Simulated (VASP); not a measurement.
# AlPt (P4mm) in VASP: single point with PBEsol

Aim: the single point of AlPt with PBEsol.

Everything below comes from runs of VASP 6.6.1. Logs are shortened: lines on timing, memory, paths and dates and some standing lists are left out, and cuts for length are marked.

### Step 1. The cell of the first run

The structure is tetragonal, space group P4mm (No. 99). The conventional cell has a = 3.092 Å, b = 3.092 Å, c = 3.092 Å, α = 90.00°, β = 90.00°, γ = 90.00°. Al (site symmetry 4mm) has 8 Pt at 2.61 to 2.75 Å and 6 Al at 3.09 Å within 3.4 Å. Within 3.4 Å of Pt (site symmetry 4mm) lie 8 Al at 2.61 to 2.75 Å and 6 Pt at 3.09 Å.

### Step 2. Single point, PBEsol

Contents of INCAR:

```
SYSTEM = AlPt
PREC = Accurate
ENCUT = 520
EDIFF = 1E-7
ISMEAR = 0
SIGMA = 0.15
LREAL = .False.
LASPH = .True.
NELM = 80
ALGO = Fast
ISIF = 2
LWAVE = .False.
LCHARG = .False.
GGA = PS
NBANDS = 14
```

Contents of KPOINTS:

```
regular mesh
0
Gamma
  16 16 16
  0 0 0
```

Contents of POSCAR:

```
AlPt
1.0
    3.0915460000      0.0000000000      0.0000000000
    0.0000000000      3.0915460000      0.0000000000
    0.0000000000      0.0000000000      3.0915460000
Al Pt
1 1
Direct
   -0.0404328449      0.0000000000      0.0000000000
    0.5000000000      0.5000000000      0.5000000000
```

Potentials or basis: VASP PAW PBE potentials, release 64 (Al, Pt).

On the command line:

```
$ cat potpaw_PBE.64/Al/POTCAR potpaw_PBE.64/Pt/POTCAR > POTCAR
$ mpirun -np 1 vasp_std > vasp.out
```

OUTCAR:

```text
SYSTEM = AlPt
   PREC = Accurate
   ENCUT = 520
   EDIFF = 1E-7
   ISMEAR = 0
   LREAL = .False.
   LASPH = .True.
   NELM = 80
   ISIF = 2
   GGA = PS

 ion  position               nearest neighbor table
   1  0.960  0.000  0.000-   2 2.61   2 2.61   2 2.61   2 2.61   2 2.75   2 2.75   2 2.75   2 2.75

   2  0.500  0.500  0.500-   1 2.61   1 2.61   1 2.61   1 2.61   1 2.75   1 2.75   1 2.75   1 2.75

  LATTYP: Found a simple cubic cell.
 ALAT       =     3.0915460000

  Lattice vectors:

 A1 = (   3.0915460000,   0.0000000000,   0.0000000000)
 A2 = (   0.0000000000,   3.0915460000,   0.0000000000)
 A3 = (   0.0000000000,   0.0000000000,   3.0915460000)

Analysis of symmetry for initial positions (statically):
=====================================================================
 Subroutine PRICEL returns:
 Original cell was already a primitive cell.

 Routine SETGRP: Setting up the symmetry group for a
 simple cubic supercell.

 Subroutine GETGRP returns: Found  8 space group operations
 (whereof  8 operations were pure point group operations)
 out of a pool of 48 trial point group operations.

The static configuration has the point symmetry C_4v.

Analysis of symmetry for dynamics (positions and initial velocities):
=====================================================================
 Subroutine PRICEL returns:
 Original cell was already a primitive cell.

 Routine SETGRP: Setting up the symmetry group for a
 simple cubic supercell.

 Subroutine GETGRP returns: Found  8 space group operations
 (whereof  8 operations were pure point group operations)
 out of a pool of 48 trial point group operations.

The dynamic configuration has the point symmetry C_4v.

 Subroutine INISYM returns: Found  8 space group operations
 (whereof  8 operations are pure point group operations),
 and found     1 'primitive' translations

----------------------------------------------------------------------------------------

                                     Primitive cell

  volume of cell :      29.5479

  direct lattice vectors                    reciprocal lattice vectors
     3.091546000  0.000000000  0.000000000     0.323462759  0.000000000  0.000000000
     0.000000000  3.091546000  0.000000000     0.000000000  0.323462759  0.000000000
     0.000000000  0.000000000  3.091546000     0.000000000  0.000000000  0.323462759

  length of vectors
     3.091546000  3.091546000  3.091546000     0.323462759  0.323462759  0.323462759

  position of ions in fractional coordinates (direct lattice)
     0.959567155  0.000000000  0.000000000
     0.500000000  0.500000000  0.500000000

  ion indices of the primitive-cell ions
   primitive index   ion index
                 1           1
                 2           2

----------------------------------------------------------------------------------------

 KPOINTS: regular mesh

Automatic generation of k-mesh.
 Grid dimensions read from file:
 generate k-points for:   16   16   16

 Generating k-lattice:

  Cartesian coordinates                     Fractional coordinates (reciprocal lattice)
     0.020216422  0.000000000  0.000000000     0.062500000  0.000000000  0.000000000
     0.000000000  0.020216422  0.000000000     0.000000000  0.062500000  0.000000000
     0.000000000  0.000000000  0.020216422     0.000000000  0.000000000  0.062500000

  Length of vectors
     0.020216422  0.020216422  0.020216422

  Shift w.r.t. Gamma in fractional coordinates (k-lattice)
     0.000000000  0.000000000  0.000000000

 Subroutine IBZKPT returns following result:
 ===========================================

 Found    405 irreducible k-points:

 Following reciprocal coordinates:
            Coordinates               Weight
  0.000000  0.000000  0.000000      1.000000
  0.062500  0.000000  0.000000      2.000000
  0.000000  0.062500  0.000000      4.000000
  0.125000  0.000000  0.000000      2.000000
  0.000000  0.125000  0.000000      4.000000
  0.187500  0.000000  0.000000      2.000000
[... 16 lines left out ...]
  0.187500  0.062500  0.000000      8.000000
  0.000000  0.187500  0.062500      8.000000
 [... further k-points ...]
   k-points           NKPTS =    405   k-points in BZ     NKDIM =    405   number of bands    NBANDS=     14
   number of dos      NEDOS =    301   number of ions     NIONS =      2
   total plane-waves  NPLWV =  13824
   dimension x,y,z NGX =    24 NGY =   24 NGZ =   24
   dimension x,y,z NGXF=    48 NGYF=   48 NGZF=   48
   ions per type =               1   1
   NGX,Y,Z   is equivalent  to a cutoff of  12.91, 12.91, 12.91 a.u.
   NGXF,Y,Z  is equivalent  to a cutoff of  25.81, 25.81, 25.81 a.u.
 SYSTEM =  AlPt
   PREC   = accura    normal or accurate (medium, high low for compatibility)
   ISTART =      0    job   : 0-new  1-cont  2-samecut
   ICHARG =      2    charge: 1-file 2-atom 10-const
   ISPIN  =      1    spin polarized calculation?
   LNONCOLLINEAR =      F non collinear calculations
   LSORBIT =      F    spin-orbit coupling
   LASPH  =      T    aspherical Exc in radial PAW
   ENCUT  =  520.0 eV  38.22 Ry    6.18 a.u.   5.75  5.75  5.75*2*pi/ulx,y,z
   NELM   =     80;   NELMIN=  2; NELMDL= -5     # of ELM steps
   EDIFF  = 0.1E-06   stopping-criterion for ELM
   LREAL  =      F    real-space projection
   EDIFFG = 0.1E-05   stopping-criterion for IOM
   NSW    =      0    number of steps for IOM
   IBRION =     -1    ionic relax: 0-MD 1-quasi-New 2-CG
   NFREE  =      0    steps in history (QN), initial steepest desc. (CG)
   ISIF   =      2    stress and relaxation
   ISYM   =      2    0-nonsym 1-usesym 2-fastsym
   POTIM  = 0.5000    time-step for ionic-motion
   TEBEG  =    0.0;   TEEND  =   0.0 temperature during run
   PSTRESS=    0.0 pullay stress
   NELECT =      13.0000    total number of electrons
   NUPDOWN=      -1.0000    fix difference up-down
   EMIN   =  10.00;   EMAX   =-10.00  energy-range for DOS
   EFERMI =   0.00;   METHOD = LEGACY
   ISMEAR =     0;   SIGMA  =   0.15  broadening in eV -4-tet -1-fermi 0-gaus
   EFERMI_NEDOS =   21; number of points for ismear=-14 and -15
   IALGO  =     68    algorithm
   IMIX   =      4    mixing-type and parameters
     AMIX     =   0.40;   BMIX     =  1.00
     AMIX_MAG =   1.60;   BMIX_MAG =  1.00
  volume/ion in A,a.u.               =      14.77        99.70
  Fermi-wavevector in a.u.,A,eV,Ry     =   1.245127  2.352948 21.093665  1.550341
  Thomas-Fermi vector in A             =   2.379363
   LORBIT       =      0    0 simple, 1 ext, 2 COOP (PROOUT), +10 PAW based schemes
   GGA     = PS    functional components
   LHFCALC =     F    Hartree Fock is set to
   AEXX    =    0.0000 exact exchange contribution
   IVDW    =     0    specifies the selected vdW correction
   LEPSILON=     F    determine dielectric tensor
   LRPA    =     F    only Hartree local field effects (RPA)
 non-spin polarized calculation
 RMM-DIIS sequential band-by-band and
 Gauss-broadening in eV      SIGMA  =   0.15
  energy-cutoff  :      520.00
  volume of cell :       29.55
 maximum number of plane-waves:       840
 NGX is ok and might be reduce to    24
   NGX = 11   NGY = 11   NGZ = 11

 number of electron      12.9999997 magnetization

 Free energy of the ion-electron system (eV)
  ---------------------------------------------------
  ext. energy  EPLUGINS =         0.00000000
  ---------------------------------------------------
  free energy    TOTEN  =       -12.89480148 eV

  energy without entropy =      -12.88823345  energy(sigma->0) =      -12.89151747

 E-fermi :  10.6201     XC(G=0): -12.1940

 val. band max:       10.6101110712   @ k =   0.1250   0.3750   0.3750
 cond. band min:      10.6470625631   @ k =   0.1250   0.0625   0.3125
 fundamental gap:      0.0369514919
 Fermi energy:        10.6201408094

 k-point     1 :       0.0000    0.0000    0.0000
  band No.  band energies     occupation
      1      -0.9263      2.00000
      2       5.0265      2.00000
      3       5.0380      2.00000
      4       7.9823      2.00000
      5       8.0019      2.00000
      6       8.0019      2.00000
      7      14.5009      0.00000
      8      14.5009      0.00000
      9      14.5241      0.00000
     10      19.6643      0.00000
     11      19.7124      0.00000
     12      20.1543      0.00000
     13      28.0129      0.00000
     14      28.0245      0.00000

 k-point     2 :       0.0625    0.0000    0.0000
  band No.  band energies     occupation
      1      -0.8550      2.00000
      2       5.0465      2.00000
      3       5.0645      2.00000
      4       7.9311      2.00000
      5       7.9311      2.00000
      6       7.9895      2.00000
      7      14.0668      0.00000
      8      14.6314      0.00000
      9      14.6314      0.00000
     10      19.5753      0.00000
     11      19.8818      0.00000
     12      20.5370      0.00000
     13      27.7187      0.00000
     14      27.7242      0.00000

 k-point     3 :       0.0000    0.0625    0.0000
  band No.  band energies     occupation
      1      -0.8547      2.00000
      2       5.0505      2.00000
      3       5.0607      2.00000
      4       7.9089      2.00000
      5       7.9314      2.00000
      6       8.0109      2.00000
      7      14.0240      0.00000
      8      14.6327      0.00000
      9      14.6840      0.00000
     10      19.5374      0.00000
     11      19.8513      0.00000
     12      20.5937      0.00000
     13      27.7387      0.00000
     14      27.7969      0.00000

 k-point     4 :       0.1250    0.0000    0.0000
  band No.  band energies     occupation
      1      -0.6433      2.00000
      2       5.1041      2.00000
      3       5.1311      2.00000
      4       7.7405      2.00000
      5       7.7405      2.00000
      6       8.0099      2.00000
      7      13.0681      0.00000
      8      15.0009      0.00000
      9      15.0009      0.00000
     10      19.2031      0.00000
     11      20.0306      0.00000
     12      21.8164      0.00000
     13      26.8836      0.00000
     14      26.8836      0.00000

 k-point     5 :       0.0000    0.1250    0.0000
  band No.  band energies     occupation
      1      -0.6417      2.00000
      2       5.1106      2.00000
      3       5.1254      2.00000
      4       7.7164      2.00000
      5       7.7417      2.00000
      6       8.0313      2.00000
      7      13.0358      0.00000
      8      15.0059      0.00000
      9      15.0558      0.00000
     10      19.1650      0.00000
     11      19.9717      0.00000
[... 276 lines left out ...]
 k-point    22 :       0.0625    0.0000    0.1250
  band No.  band energies     occupation
      1      -0.5713      2.00000
      2       5.1291      2.00000
      3       5.1568      2.00000
      4       7.6594      2.00000
      5       7.7202      2.00000
      6       7.9679      2.00000
      7      13.1472      0.00000
      8      14.5749      0.00000
      9      15.1328      0.00000
     10      19.3059      0.00000
     11      20.2945      0.00000
     12      21.9335      0.00000
     13      26.5348      0.00000
     14      27.0047      0.00000

 k-point    23 :       0.1875    0.0625    0.0000
  band No.  band energies     occupation
      1      -0.2280      2.00000
      2       5.2070      2.00000
      3       5.2351      2.00000
      4       7.3928      2.00000
      5       7.4873      2.00000
      6       7.9773      2.00000
      7      12.0865      0.00000
      8      15.0410      0.00000
      9      15.6836      0.00000
     10      18.8539      0.00000
     11      20.5473      0.00000
     12      23.4639      0.00000
     13      25.3845      0.00000
     14      25.7571      0.00000

 k-point    24 :       0.0000    0.1875    0.0625
  band No.  band energies     occupation
      1      -0.2244      2.00000
      2       5.2136      2.00000
      3       5.2302      2.00000
      4       7.3655      2.00000
      5       7.4906      2.00000
      6       7.9982      2.00000
      7      12.0637      0.00000
      8      15.0277      0.00000
      9      15.7605      0.00000
     10      18.7976      0.00000
     11      20.4979      0.00000
     12      23.5522      0.00000
     13      25.3801      0.00000
     14      25.8581      0.00000

 [... further k-points ...]

------------------------ aborting loop because EDIFF is reached ----------------------------------------

  FORCE on cell =-STRESS in cart. coord.  units (eV):
  Direction    XX          YY          ZZ          XY          YZ          ZX
  --------------------------------------------------------------------------------------
  -------------------------------------------------------------------------------------
  Total       -0.9571402     -0.8543266     -0.8543266      0.0000000      0.0000000      0.0000000
  in kB      -51.8990017    -46.3241421    -46.3241421      0.0000000      0.0000000      0.0000000
  external PRESSURE =     -48.1824286 kB  Pullay stress =       0.0000000 kB

 VOLUME and BASIS-vectors are now :
 -----------------------------------------------------------------------------
  energy-cutoff  :      520.00
  volume of cell :       29.55
      direct lattice vectors                 reciprocal lattice vectors
     3.091546000  0.000000000  0.000000000     0.323462759  0.000000000  0.000000000
     0.000000000  3.091546000  0.000000000     0.000000000  0.323462759  0.000000000
     0.000000000  0.000000000  3.091546000     0.000000000  0.000000000  0.323462759

 POSITION                                       TOTAL-FORCE (eV/Angst)
 -----------------------------------------------------------------------------------
      2.96655      0.00000      0.00000         0.459405      0.000000     -0.000000
      1.54577      1.54577      1.54577        -0.459405      0.000000      0.000000
 -----------------------------------------------------------------------------------
    total drift:                               -0.000661     -0.000000     -0.000000

  FREE ENERGIE OF THE ION-ELECTRON SYSTEM (eV)
  ---------------------------------------------------
  free  energy   TOTEN  =       -12.8948014819 eV

  energy  without entropy=      -12.8882334493  energy(sigma->0) =      -12.89151747
```

Wall time 64 s (1 thread of AMD EPYC 9R45 (Zen 5), shared host); peak memory 0.25 GiB.

Results:

```yaml
Free_energy: -12.8948 eV
Pressure: -4.8 GPa
Largest_force: 0.459 eV/Å
Band_gap_on_the_k_mesh: zero (an odd number of electrons rules out a gap without spin polarisation)
```

Forces on the atoms (eV/Å):
```
Al   0.459  0.000  0.000
Pt  -0.459  0.000  0.000
```

Levels at points of the mesh, in eV from the Fermi level:
```
           k point  band 5  band 6  band 7  band 8  band 9  band 10
(0.00, 0.00, 0.00)   -2.62   -2.62    3.88    3.88    3.90     9.04
(0.50, 0.00, 0.00)   -4.03   -2.44   -0.90    6.20    8.51     8.51
(0.00, 0.50, 0.00)   -4.02   -2.43   -0.92    6.14    8.61     8.65
(0.50, 0.50, 0.00)   -3.10   -3.05   -1.39    0.96    3.37     8.48
(0.00, 0.50, 0.50)   -3.01   -3.01   -1.40    0.93    3.36     8.58
(0.50, 0.50, 0.50)   -1.32    0.63    1.75    1.75    1.80     4.74
```

Caveat: the cell differs from its parent crystal (all Al atoms moved +0.125 Å, as atom 1 towards its neighbour atom 1 (Al) at 3.092 Å); the cell stands under tension; the PAW data sets were made with another functional, which shifts forces and pressure a little; spin-orbit coupling is left out, which moves the levels of the heavy elements.

The gap in the log of VASP goes by the Fermi energy; the results here count the filled bands.